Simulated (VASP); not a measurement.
Set up this calculation in VASP 6.6.1, as the native input.

| Property | Result |
| --- | --- |
| Task | single point |
| Functional | PBE |
| Potentials or basis | VASP PAW PBE potentials, release 64 (V_sv, Si) |
| Cutoff | 500 eV |
| k mesh | 5 × 5 × 5 |
| Occupations | fermi-dirac, width 0.1 eV |
| Spin | collinear spin, antiferromagnetic start |
| Starting moments | [1.5, -1.5, 1.5, -1.5, 1.5, -1.5, 0.0, 0.0] μB |
| Dipole correction | no |
| Further INCAR settings | ALGO = Normal; EDIFF = 1e-06; NBANDS = 57 |

The structure of V3Si lies in POSCAR:

```
V3Si
1.0
    4.6296021264      0.0000000000      0.0000000000
    0.0000000000      4.6296021114      0.0000000000
    0.0000000000      0.0000000000      4.6296011816
V Si
6 2
Direct
    0.2499999416      0.0000000000      0.4999999984
    0.5000000000      0.7499999416      0.0000000015
    0.7500000584      0.0000000000      0.4999999984
    0.5000000000      0.2500000584      0.0000000015
    0.0000000000      0.5000000000      0.7500000015
    0.0000000000      0.5000000000      0.2500000007
    0.0000000000      0.0000000000      0.0000000004
    0.5000000000      0.5000000000      0.4999999975
```

One way to write it, as run:

INCAR

```
  PREC = Accurate
  ENCUT = 500
  EDIFF = 1E-6
  ISMEAR = -1
  SIGMA = 0.1
  LREAL = F
  LASPH = T
  NELM = 200
  ALGO = Normal
  ISIF = 2
  LWAVE = F
  LCHARG = F
  ISPIN = 2
  MAGMOM = 1.5 -1.5 1.5 -1.5 1.5 -1.5 0 0
  LORBIT = 11
  LMAXMIX = 4
  GGA = PE
  NBANDS = 57
  GGA_COMPAT = F
```

KPOINTS

```
Automatic mesh
0
Gamma
  5 5 5
```

Potentials or basis: VASP PAW PBE potentials, release 64 (V_sv, Si).

Command:

```console
$ cat potpaw_PBE.64/V_sv/POTCAR potpaw_PBE.64/Si/POTCAR > POTCAR
$ mpirun -np 1 vasp_std > vasp.out
```

Results of the run:

The pressure is 10.2 GPa. The band gap on the k mesh is zero (filled and empty bands overlap), the net moment is 0.00 μB per cell and the valence electrons inside the program's atomic spheres are V 11.78; Si 1.72.

Caveat: the cell stands under pressure; the moments typed at the start vanished in this run.

Wall time 2.1 min on 1 thread of Oxide Virtual Turin-like Processor (shared host), peak memory 0.28 GiB.
